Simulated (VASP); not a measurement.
# MgS (P6_3mc) in VASP: further runs, part 2 of 2

VASP 6.6.1. Earlier steps stand in the parts before.

## (3) Single point, LDA (23.12 Å³/atom)

This run uses another cell than the first one, of 23.12 Å³/atom.

INCAR

```
SYSTEM = MgS
PREC     = Accurate       ! precision mode
ENCUT    = 520            ! plane-wave cutoff, eV
EDIFF    = 1E-6           ! SCF threshold, eV
ISMEAR   = -1             ! smearing method
SIGMA    = 0.05           ! smearing width, eV
LREAL    = .False.        ! projectors in reciprocal space
LASPH    = .True.         ! aspherical terms in the spheres
NELM     = 80             ! most SCF steps
ALGO     = Normal         ! electronic algorithm
ISIF     = 2              ! what is computed and relaxed
LWAVE    = .False.        ! write WAVECAR
LCHARG   = .False.        ! write CHGCAR
GGA      = CA             ! functional
NBANDS   = 16             ! bands
```

KPOINTS

```
Automatic mesh
0
Gamma
  8 8 4
  0 0 0
```

POSCAR

```
MgS
1.0
    4.0613425392      0.0000000000      0.0000000000
   -2.0306712696      3.5172258124      0.0000000000
    0.0000000000      0.0000000000      6.4748933962
S Mg
2 2
Direct
    0.6666666667      0.3333333333      0.8792441500
    0.3333333333      0.6666666667      0.3792441500
    0.3333333333      0.6666666667      0.9957548500
    0.6666666667      0.3333333333      0.4957548500
```

Potentials or basis: VASP PAW LDA potentials, release 64 (S, Mg).

Command:

```console
cat potpaw_LDA.64/S/POTCAR potpaw_LDA.64/Mg/POTCAR > POTCAR
mpirun -np 1 vasp_std > vasp.out
```

OUTCAR:

```text
SYSTEM = MgS
   PREC = Accurate
   ENCUT = 520
   EDIFF = 1E-6
   ISMEAR = -1
   LREAL = .False.
   LASPH = .True.
   NELM = 80
   ISIF = 2
   GGA = CA

 ion  position               nearest neighbor table
   1  0.667  0.333  0.879-   3 2.46   3 2.46   3 2.46   4 2.48
   2  0.333  0.667  0.379-   4 2.46   4 2.46   4 2.46   3 2.48
   3  0.333  0.667  0.996-   1 2.46   1 2.46   1 2.46   2 2.48
   4  0.667  0.333  0.496-   2 2.46   2 2.46   2 2.46   1 2.48

  LATTYP: Found a hexagonal cell.
 ALAT       =     4.0613425392
 C/A-ratio  =     1.5942741430

  Lattice vectors:

 A1 = (   4.0613425392,   0.0000000000,   0.0000000000)
 A2 = (  -2.0306712696,   3.5172258124,   0.0000000000)
 A3 = (   0.0000000000,   0.0000000000,   6.4748933962)

Analysis of symmetry for initial positions (statically):
=====================================================================
 Subroutine PRICEL returns:
 Original cell was already a primitive cell.

 Routine SETGRP: Setting up the symmetry group for a
 hexagonal supercell.

 Subroutine GETGRP returns: Found 12 space group operations
 (whereof  6 operations were pure point group operations)
[... 173 lines left out ...]
 fundamental gap:      3.0631557454
 Fermi energy:         1.8727416033

 k-point     1 :       0.0000    0.0000    0.0000
  band No.  band energies     occupation
      1     -10.4107      2.00000
      2      -9.6919      2.00000
      3      -2.3287      2.00000
      4       0.3248      2.00000
      5       0.3248      2.00000
      6       0.7439      2.00000
[... 433 lines left out ...]
      3      -2.0031      2.00000
      4      -2.0031      2.00000
      5       0.0379      2.00000
      6       0.0379      2.00000
[... 8 lines left out ...]
     15       9.8475      0.00000
     16       9.8475      0.00000

 [... further k-points ...]

------------------------ aborting loop because EDIFF is reached ----------------------------------------

  FORCE on cell =-STRESS in cart. coord.  units (eV):
  Direction    XX          YY          ZZ          XY          YZ          ZX
  --------------------------------------------------------------------------------------
  -------------------------------------------------------------------------------------
  Total       -1.9435764     -1.9435764     -2.0031656      0.0000000      0.0000000      0.0000000
  in kB      -33.6674095    -33.6674095    -34.6996375      0.0000000      0.0000000      0.0000000
  external PRESSURE =     -34.0114855 kB  Pullay stress =       0.0000000 kB

 VOLUME and BASIS-vectors are now :
 -----------------------------------------------------------------------------
  energy-cutoff  :      520.00
  volume of cell :       92.49
      direct lattice vectors                 reciprocal lattice vectors
     4.061342539  0.000000000  0.000000000     0.246223999  0.142157492  0.000000000
    -2.030671270  3.517225812  0.000000000     0.000000000  0.284314984  0.000000000
     0.000000000  0.000000000  6.474893396     0.000000000  0.000000000  0.154442697

 POSITION                                       TOTAL-FORCE (eV/Angst)
 -----------------------------------------------------------------------------------
      2.03067      1.17241      5.69301         0.000000     -0.000000     -0.055024
     -0.00000      2.34482      2.45557        -0.000000      0.000000     -0.055024
     -0.00000      2.34482      6.44741         0.000000     -0.000000      0.055024
      2.03067      1.17241      3.20996         0.000000     -0.000000      0.055024
 -----------------------------------------------------------------------------------
    total drift:                                0.000000     -0.000000     -0.000304

  FREE ENERGIE OF THE ION-ELECTRON SYSTEM (eV)
  ---------------------------------------------------
  free  energy   TOTEN  =       -18.7626661017 eV

  energy  without entropy=      -18.7626661016  energy(sigma->0) =      -18.76266610
```

OSZICAR:

```text
N       E                     dE             d eps       ncg     rms          rms(c)
DAV:   1     0.584441151408E+02    0.58444E+02   -0.59341E+03   960   0.809E+02
DAV:   2    -0.139641949836E+02   -0.72408E+02   -0.66405E+02  1432   0.133E+02
DAV:   3    -0.198022114026E+02   -0.58380E+01   -0.58139E+01  1288   0.414E+01
DAV:   4    -0.198726963098E+02   -0.70485E-01   -0.70473E-01  1224   0.557E+00
DAV:   5    -0.198740022721E+02   -0.13060E-02   -0.13059E-02  1296   0.779E-01    0.565E+00
DAV:   6    -0.188681984457E+02    0.10058E+01   -0.15186E+00  1032   0.563E+00    0.418E+00
DAV:   7    -0.187719229587E+02    0.96275E-01   -0.30193E-01  1176   0.254E+00    0.299E+00
DAV:   8    -0.187662307881E+02    0.56922E-02   -0.35750E-02  1064   0.107E+00    0.190E+00
DAV:   9    -0.187626181487E+02    0.36126E-02   -0.62077E-03  1208   0.442E-01    0.433E-01
DAV:  10    -0.187626619305E+02   -0.43782E-04   -0.30616E-04  1240   0.848E-02    0.184E-01
DAV:  11    -0.187626663091E+02   -0.43786E-05   -0.93098E-05  1216   0.467E-02    0.517E-02
DAV:  12    -0.187626661017E+02    0.20742E-06   -0.40721E-06  1184   0.105E-02
   1 F= -.18762666E+02 E0= -.18762666E+02  d E =-.104563E-09
```

It took 27 s on 1 thread of Intel Xeon Platinum 8375C at 2.90GHz (Ice Lake), shared host; peak memory 0.19 GiB.

What came out:

```yaml
Free_energy: -18.7627 eV
Pressure: -3.4 GPa
Largest_force: 0.055 eV/Å
Band_gap_on_the_k_mesh: 3.06 eV
```

Forces on the atoms (eV/Å):
```
S    0.000  0.000 -0.055
S    0.000  0.000 -0.055
Mg   0.000  0.000  0.055
Mg   0.000  0.000  0.055
```

Stress tensor (GPa, compression positive):
```
-3.37  0.00  0.00
 0.00 -3.37  0.00
 0.00  0.00 -3.47
```

Caveat: the cell stands under tension.
